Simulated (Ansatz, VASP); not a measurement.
## TiO2 in VASP and in Ansatz

```xyz
6
Lattice="4.5284 0.0000 0.0000 0.0000 4.5284 0.0000 0.0000 0.0000 2.9483" Properties=species:S:1:pos:R:3 pbc="T T T"
Ti    2.2642    2.2642    0.0000
Ti    0.0000    0.0000    1.4741
O     3.1525    3.1525    1.4741
O     3.6400    0.8883    0.0000
O     0.8883    3.6400    0.0000
O     1.3758    1.3758    1.4741
```

Change from the starting cell: equal strain along all axes, cell held, atoms relaxed: -1.5 %.

Alike in both runs: functional r2SCAN; k mesh 6 × 6 × 8; occupations gaussian, width 0.02 eV; no spin polarisation; Hubbard terms Ti d U = 4.0 eV.

Ansatz relaxed the structure, and its values are those at the end. VASP's run is a single point on that final structure, the one shown.

|  | VASP | Ansatz |
| --- | --- | --- |
| version | VASP 6.6.1 | Ansatz 0.2.0 |
| potentials or method | VASP PAW PBE potentials, release 64 (Ti_sv, O), cutoff 520 eV | scalar-relativistic, plane waves, PAW |
| valence electrons in the cell | 48 | 48 |

VASP gave:

| Quantity | Value |
| --- | --- |
| gap on the k mesh at the Fermi level (eV) | 2.88 |
| least direct gap on the mesh (eV) | 2.88 |
| pressure (GPa) | 17.5 |
| rms of the force components (eV/Å) | 0.064 |

Question: What did Ansatz give for the same quantities?

Answer: gap on the k mesh at the Fermi level (eV): 2.79; least direct gap on the mesh (eV): 2.82; pressure (GPa): 11.9; rms of the force components (eV/Å): 0.001.

VASP's potentials were made for PBE, not for r2SCAN. The programs project onto different local orbitals, so the same U acts differently, and such runs can settle in different states. Ansatz's warnings: stress scf threshold loose.
